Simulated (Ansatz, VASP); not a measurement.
PbS: VASP beside Ansatz

```
Pb S
1.0
     0.00000    2.96500    2.96500
     2.96500    0.00000    2.96500
     2.96500    2.96500    0.00000
Pb S
1 1
Direct
  0.00000 0.00000 0.00000
  0.50000 0.50000 0.50000
```

Alike in both runs: task electric field gradients; functional LDA; k mesh 8 × 8 × 8; occupations fermi-dirac, width 0.01 eV; no spin polarisation.

|  | VASP | Ansatz |
| --- | --- | --- |
| version | VASP 6.6.1 | Ansatz 0.2.0 |
| potentials or method | VASP PAW LDA potentials, release 64 (Pb_d, S), cutoff 520 eV | all-electron PAW with datasets made for the crystal, scalar-relativistic |

```tsv
	VASP	Ansatz	Ansatz less VASP
pressure (GPa)	-2.5	-2.5	-0.04
```

LDA's correlation is that of Perdew and Zunger in VASP and of Perdew and Wang (1992) in Ansatz. Ansatz ran all-electron here, and VASP with PAW potentials.

Spin-orbit coupling is off throughout.
